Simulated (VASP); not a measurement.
# TiB2 (P6/mmm) in VASP: elastic constants with LDA

Aim: the elastic constants of TiB2 with LDA.

Everything below comes from runs of VASP 6.6.1. Logs are shortened: lines on timing, memory, paths and dates and some standing lists are left out, and cuts for length are marked.

## (1) The cell of the first run

The structure is hexagonal, space group P6/mmm (No. 191). Conventional cell: a = 2.994 Å, b = 2.994 Å, c = 3.160 Å, α = 90.00°, β = 90.00°, γ = 120.00°. Within 3.2 Å of Ti (site symmetry 6/mmm) lie 12 B at 2.34 Å and 8 Ti at 2.99 to 3.16 Å. Within 2.4 Å of B (site symmetry -6m2) lie 3 B at 1.73 Å and 6 Ti at 2.34 Å.

## (2) Elastic constants, LDA

The input, INCAR:

```
PREC = Accurate
ENCUT = 600
EDIFF = 1E-8
ISMEAR = 0
SIGMA = 0.2
LREAL = F
LASPH = T
NELM = 100
ALGO = Normal
ISIF = 3
LWAVE = F
LCHARG = F
NBANDS = 16
IBRION = 6
NFREE = 2
POTIM = 0.015
NSW = 1
```

The input, KPOINTS:

```
Automatic mesh
0
Gamma
  16 16 14
```

The input, POSCAR:

```
TiB2
1.0
    2.9938865196      0.0000000000      0.0000000000
   -1.4969432598      2.5927817820      0.0000000000
    0.0000000000      0.0000000000      3.1595243383
Ti B
1 2
Direct
    0.0000000000      0.0000000000      0.0000000000
    0.3333333333      0.6666666667      0.5000000000
    0.6666666667      0.3333333333      0.5000000000
```

Potentials or basis: VASP PAW LDA potentials, release 64 (Ti_sv, B).

Command:

```
cat potpaw_LDA.64/Ti_sv/POTCAR potpaw_LDA.64/B/POTCAR > POTCAR
mpirun -np 1 vasp_std > vasp.out
```

OUTCAR:

```text
PREC = Accurate
   ENCUT = 600
   EDIFF = 1E-8
   ISMEAR = 0
   LREAL = F
   LASPH = T
   NELM = 100
   ISIF = 3
   IBRION = 6
   NFREE = 2
   POTIM = 0.015
   NSW = 1

 ion  position               nearest neighbor table
   1  0.000  0.000  0.000-   2 2.34   3 2.34   2 2.34   3 2.34   2 2.34   2 2.34   3 2.34   3 2.34
                             3 2.34   3 2.34   2 2.34   2 2.34
   2  0.333  0.667  0.500-   3 1.73   3 1.73   3 1.73   1 2.34   1 2.34   1 2.34   1 2.34   1 2.34
                             1 2.34
   3  0.667  0.333  0.500-   2 1.73   2 1.73   2 1.73   1 2.34   1 2.34   1 2.34   1 2.34   1 2.34
                             1 2.34

  LATTYP: Found a hexagonal cell.
 ALAT       =     2.9938865196
 C/A-ratio  =     1.0553253497

  Lattice vectors:

 A1 = (   2.9938865196,   0.0000000000,   0.0000000000)
 A2 = (  -1.4969432598,   2.5927817820,   0.0000000000)
 A3 = (   0.0000000000,   0.0000000000,   3.1595243383)

Analysis of symmetry for initial positions (statically):
=====================================================================
 Subroutine PRICEL returns:
 Original cell was already a primitive cell.

 Routine SETGRP: Setting up the symmetry group for a
 hexagonal supercell.

 Subroutine GETGRP returns: Found 24 space group operations
 (whereof 24 operations were pure point group operations)
 out of a pool of 24 trial point group operations.

The static configuration has the point symmetry D_6h.

Analysis of symmetry for dynamics (positions and initial velocities):
=====================================================================
 Subroutine PRICEL returns:
 Original cell was already a primitive cell.

 Routine SETGRP: Setting up the symmetry group for a
 hexagonal supercell.

 Subroutine GETGRP returns: Found 24 space group operations
 (whereof 24 operations were pure point group operations)
 out of a pool of 24 trial point group operations.

The dynamic configuration has the point symmetry D_6h.

 Subroutine INISYM returns: Found 24 space group operations
 (whereof 24 operations are pure point group operations),
 and found     1 'primitive' translations

----------------------------------------------------------------------------------------

                                     Primitive cell

  volume of cell :      24.5258

  direct lattice vectors                    reciprocal lattice vectors
     2.993886520  0.000000000  0.000000000     0.334013996  0.192843071  0.000000000
    -1.496943260  2.592781782  0.000000000     0.000000000  0.385686141  0.000000000
     0.000000000  0.000000000  3.159524338     0.000000000  0.000000000  0.316503338

  length of vectors
     2.993886520  2.993886520  3.159524338     0.385686141  0.385686141  0.316503338

  position of ions in fractional coordinates (direct lattice)
     0.000000000  0.000000000  0.000000000
     0.333333333  0.666666667  0.500000000
     0.666666667  0.333333333  0.500000000

  ion indices of the primitive-cell ions
   primitive index   ion index
                 1           1
                 2           2
                 3           3

----------------------------------------------------------------------------------------

 KPOINTS: Automatic mesh

Automatic generation of k-mesh.
 Grid dimensions read from file:
 generate k-points for:   16   16   14

 Generating k-lattice:

  Cartesian coordinates                     Fractional coordinates (reciprocal lattice)
     0.020875875  0.012052692  0.000000000     0.062500000 -0.000000000  0.000000000
     0.000000000  0.024105384  0.000000000     0.000000000  0.062500000  0.000000000
     0.000000000  0.000000000  0.022607381     0.000000000  0.000000000  0.071428571

  Length of vectors
     0.024105384  0.024105384  0.022607381

  Shift w.r.t. Gamma in fractional coordinates (k-lattice)
     0.000000000  0.000000000  0.000000000
[... 61 lines left out ...]
   PSTRESS=    0.0 pullay stress
   NELECT =      18.0000    total number of electrons
   NUPDOWN=      -1.0000    fix difference up-down
   EMIN   =  10.00;   EMAX   =-10.00  energy-range for DOS
   EFERMI =   0.00;   METHOD = LEGACY
   ISMEAR =     0;   SIGMA  =   0.20  broadening in eV -4-tet -1-fermi 0-gaus
   EFERMI_NEDOS =   21; number of points for ismear=-14 and -15
   IALGO  =     38    algorithm
   IMIX   =      4    mixing-type and parameters
     AMIX     =   0.40;   BMIX     =  1.00
     AMIX_MAG =   1.60;   BMIX_MAG =  1.00
  volume/ion in A,a.u.               =       8.18        55.17
  Fermi-wavevector in a.u.,A,eV,Ry     =   1.476697  2.790552 29.669319  2.180633
  Thomas-Fermi vector in A             =   2.591192
   LORBIT       =      0    0 simple, 1 ext, 2 COOP (PROOUT), +10 PAW based schemes
   GGA     = CA    functional components
   LHFCALC =     F    Hartree Fock is set to
   AEXX    =    0.0000 exact exchange contribution
   IVDW    =     0    specifies the selected vdW correction
   LEPSILON=     F    determine dielectric tensor
   LRPA    =     F    only Hartree local field effects (RPA)
 finite differences with symmetry
 non-spin polarized calculation
 Gauss-broadening in eV      SIGMA  =   0.20
  energy-cutoff  :      600.00
  volume of cell :       24.53
 maximum number of plane-waves:       840
 NGX is ok and might be reduce to    24
   NGX = 11   NGY = 11   NGZ = 13

--------------------------------------- Ionic step        1  -------------------------------------------

 number of electron      18.0000003 magnetization

 Free energy of the ion-electron system (eV)
  ---------------------------------------------------
  ext. energy  EPLUGINS =         0.00000000
  ---------------------------------------------------
  free energy    TOTEN  =       -26.92703143 eV

  energy without entropy =      -26.92119412  energy(sigma->0) =      -26.92411278

------------------------ aborting loop because EDIFF is reached ----------------------------------------

  FORCE on cell =-STRESS in cart. coord.  units (eV):
  Direction    XX          YY          ZZ          XY          YZ          ZX
  --------------------------------------------------------------------------------------
  -------------------------------------------------------------------------------------
  Total        0.0840700      0.0840700      0.0818204      0.0000000     -0.0000000      0.0000000
  in kB        5.4919743      5.4919743      5.3450208      0.0000000     -0.0000000      0.0000000
  external PRESSURE =       5.4429898 kB  Pullay stress =       0.0000000 kB
[... 92 lines left out ...]
  FREE ENERGIE OF THE ION-ELECTRON SYSTEM (eV)
  ---------------------------------------------------
  free  energy   TOTEN  =       -26.9130869672 eV

  energy  without entropy=      -26.9074293045  energy(sigma->0) =      -26.91025814

[... ionic steps 4 to 18 ...]

--------------------------------------- Ionic step       19  -------------------------------------------

 number of electron      18.0000003 magnetization

------------------------ aborting loop because EDIFF is reached ----------------------------------------
[... 69 lines left out ...]
--------------------------------------- Ionic step       21  -------------------------------------------

 number of electron      18.0000003 magnetization

 Free energy of the ion-electron system (eV)
  ---------------------------------------------------
  ext. energy  EPLUGINS =         0.00000000
  ---------------------------------------------------
  free energy    TOTEN  =       -26.92583798 eV

  energy without entropy =      -26.91998818  energy(sigma->0) =      -26.92291308

 E-fermi :  10.4380     XC(G=0): -13.1717

 val. band max:       10.4178397183   @ k =   0.0625   0.0625   0.3571
 cond. band min:      10.4571531540   @ k =  -0.0000   0.0625   0.3571
 fundamental gap:      0.0393134357
 Fermi energy:        10.4380042271

 k-point     1 :       0.0000    0.0000    0.0000
  band No.  band energies     occupation
      1     -45.6909      2.00000
      2     -22.4384      2.00000
      3     -22.0956      2.00000
      4     -22.0956      2.00000
      5      -3.0924      2.00000
      6       7.6768      2.00000
[... 433 lines left out ...]
      3     -22.3649      2.00000
      4     -22.2511      2.00000
      5      -0.4874      2.00000
      6       3.7503      2.00000
[... 8 lines left out ...]
     15      19.4798      0.00000
     16      20.6181      0.00000

 [... further k-points ...]

------------------------ aborting loop because EDIFF is reached ----------------------------------------

  FORCE on cell =-STRESS in cart. coord.  units (eV):
  Direction    XX          YY          ZZ          XY          YZ          ZX
  --------------------------------------------------------------------------------------
  -------------------------------------------------------------------------------------
  Total        0.0849294      0.0849294      0.0824934      0.0000000      0.0000000      0.0000000
  in kB        5.5481149      5.5481149      5.3889858      0.0000000      0.0000000      0.0000000
  external PRESSURE =       5.4950718 kB  Pullay stress =       0.0000000 kB
[... 18 lines left out ...]
  FREE ENERGIE OF THE ION-ELECTRON SYSTEM (eV)
  ---------------------------------------------------
  free  energy   TOTEN  =       -26.9258379801 eV

  energy  without entropy=      -26.9199881777  energy(sigma->0) =      -26.92291308

 INTERNAL STRAIN TENSORS FROM STRAINED CELLS
 ============================================

 INTERNAL STRAIN TENSOR FOR ION    1 for displacements in x,y,z  (eV/Angst):
          X           Y           Z          XY          YZ          ZX
  --------------------------------------------------------------------------------
  x    -0.00000    -0.00000     0.00000    -0.00000    -0.00000     0.00000
  y    -0.00000     0.00000     0.00000     0.00000     0.00000     0.00000
  z     0.00000     0.00000     0.00000     0.00000     0.00000     0.00000

 INTERNAL STRAIN TENSORS FROM DISPLACED ATOMS
 ============================================

 INTERNAL STRAIN TENSOR FOR ION    1 for displacements in x,y,z  (eV/Angst):
          X           Y           Z          XY          YZ          ZX
  --------------------------------------------------------------------------------
  x     0.00000     0.00000     0.00000     0.00000     0.00000     0.00000
  y     0.00000     0.00000     0.00000     0.00000     0.00000     0.00000
  z     0.00000     0.00000     0.00000     0.00000     0.00000     0.00000

 INTERNAL STRAIN TENSOR FOR ION    3 for displacements in x,y,z  (eV/Angst):
          X           Y           Z          XY          YZ          ZX
  --------------------------------------------------------------------------------
  x    -0.00000     0.00000     0.00000     3.75130     0.00000     0.00000
  y     3.75130    -3.75130     0.00000     0.00000     0.00000     0.00000
  z     0.00000     0.00000     0.00000     0.00000     0.00000     0.00000

 Eigenvectors and eigenvalues of the dynamical matrix
 ----------------------------------------------------

   1 f  =   27.607946 THz   173.465844 2PiTHz  920.901968 cm-1   114.177241 meV
             X         Y         Z           dx          dy          dz
      0.000000  0.000000  0.000000     0.000000    0.000000   -0.000000
     -0.000000  1.728521  1.579762     0.707107   -0.000005    0.000000
      1.496943  0.864261  1.579762    -0.707107    0.000005   -0.000000
[... 43 lines left out ...]
   9 f/i=    0.000265 THz     0.001668 2PiTHz    0.008853 cm-1     0.001098 meV
             X         Y         Z           dx          dy          dz
      0.000000  0.000000  0.000000    -0.000000   -0.000000    0.829992
     -0.000000  1.728521  1.579762    -0.000000   -0.000000    0.394407
      1.496943  0.864261  1.579762    -0.000000   -0.000000    0.394407

--------------------------------------------------------------------------------------------------------

 ELASTIC MODULI CONTR FROM IONIC RELAXATION (kBar)
 Direction    XX          YY          ZZ          XY          YZ          ZX
 --------------------------------------------------------------------------------
 XX         -54.5316     54.5316     -0.0000     -0.0000      0.0000      0.0000
 YY          54.5316    -54.5316      0.0000      0.0000      0.0000      0.0000
 ZZ          -0.0000      0.0000     -0.0000     -0.0000      0.0000      0.0000
 XY          -0.0000      0.0000     -0.0000    -54.5316      0.0000      0.0000
 YZ           0.0000      0.0000      0.0000      0.0000      0.0000      0.0000
 ZX           0.0000      0.0000      0.0000      0.0000      0.0000      0.0000
 --------------------------------------------------------------------------------

 TOTAL ELASTIC MODULI (kBar)
 Direction    XX          YY          ZZ          XY          YZ          ZX
 --------------------------------------------------------------------------------
 XX        7094.6307    742.5879   1179.8811     -0.0000     -0.0000      0.0000
 YY         742.5879   7094.6307   1179.8811      0.0000     -0.0000     -0.0000
 ZZ        1179.8811   1179.8811   5015.4886     -0.0000      0.0000      0.0000
 XY          -0.0000      0.0000     -0.0000   3176.0214      0.0000      0.0000
 YZ          -0.0000     -0.0000      0.0000      0.0000   2909.7566      0.0000
 ZX           0.0000     -0.0000      0.0000      0.0000      0.0000   2909.7566
 --------------------------------------------------------------------------------
```

It took 82 min on 1 thread of Oxide Virtual Turin-like, shared host; peak memory 0.86 GiB.

What came out:

```
Voigt bulk modulus            : 282 GPa
Highest phonon frequency at Γ : 921 cm⁻¹
```

Phonon frequencies in cm⁻¹ (negative: imaginary):
```
              q point                    frequencies
(0.000, 0.000, 0.000)  0 0 0 537 537 541 577 921 921
```

Elastic tensor in Voigt notation (GPa, in the Cartesian axes of the cell as first typed):
```
709  74 118   0   0   0
 74 709 118   0   0   0
118 118 502   0   0   0
  0   0   0 291   0   0
  0   0   0   0 291   0
  0   0   0   0   0 318
```

Clamped-ion elastic tensor (GPa):
```
715  69 118   0   0   0
 69 715 118   0   0   0
118 118 502   0   0   0
  0   0   0 291   0   0
  0   0   0   0 291   0
  0   0   0   0   0 323
```
